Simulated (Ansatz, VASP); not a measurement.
**ZrC in VASP and in Ansatz**

```
CELL_PARAMETERS angstrom
-0.04700 2.32671 2.32671
2.32671 -0.04700 2.32671
2.32671 2.32671 -0.04700
ATOMIC_POSITIONS crystal
Zr 0.50000 0.50000 0.50000
C 0.00000 0.00000 0.00000
```

Change from the starting cell: equal xy, yz and zx shear strains of -2 %.

Alike in both runs: task single point; functional PBEsol; k mesh 15 × 15 × 15; occupations fermi-dirac, width 0.05 eV; no spin polarisation.

|  | VASP | Ansatz |
| --- | --- | --- |
| version | VASP 6.6.1 | Ansatz 0.2.0 |
| potentials or method | VASP PAW PBE potentials, release 64 (Zr_sv, C), cutoff 520 eV | all-electron LAPW, scalar-relativistic |

|  | VASP | Ansatz | Ansatz less VASP |
| --- | --- | --- | --- |
| pressure (GPa) | -4.2 | -4.5 | -0.30 |
| traceless stress, the component that is largest in VASP (GPa) | 2.97 | 2.97 | +0.003 |

VASP's potentials were made for PBE, not for PBEsol. Ansatz ran all-electron here, and VASP with PAW potentials.
